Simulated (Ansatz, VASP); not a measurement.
## Two plane-wave programs on Br

```
CELL_PARAMETERS angstrom
3.36325 -2.32255 0.00000
3.36325 2.32255 0.00000
0.00000 0.00000 8.70230
ATOMIC_POSITIONS crystal
Br 0.36510 0.63490 0.39010
Br 0.13490 0.86510 0.89010
Br 0.63490 0.36510 0.60990
Br 0.86510 0.13490 0.10990
```

Alike in both runs: functional PBE; k mesh 5 × 5 × 3; occupations fermi-dirac, width 0.05 eV; non-collinear spin, spin-orbit coupling.

|  | VASP | Ansatz |
| --- | --- | --- |
| version | VASP 6.6.1 | Ansatz 0.2.0 |
| potentials or method | VASP PAW PBE potentials, release 64 (Br) | Ansatz PAW |
| plane-wave cutoff (eV) | 520 | 420 |
| valence electrons in the cell | 28 | 28 |
| task | single point | band structure |

```csv
,VASP,Ansatz,Ansatz less VASP
pressure (GPa),1.9,1.9,-0.02
"traceless stress, the component that is largest in VASP (GPa)",1.30,1.28,-0.024
rms of the force components (eV/Å),0.534,0.527,-0.0073
```

Atom by atom the forces differ by 0.007 eV/Å (rms over components).

Noted on Ansatz's run: the k mesh misses the band edges, so the gap on the mesh is wider than the one along the path.
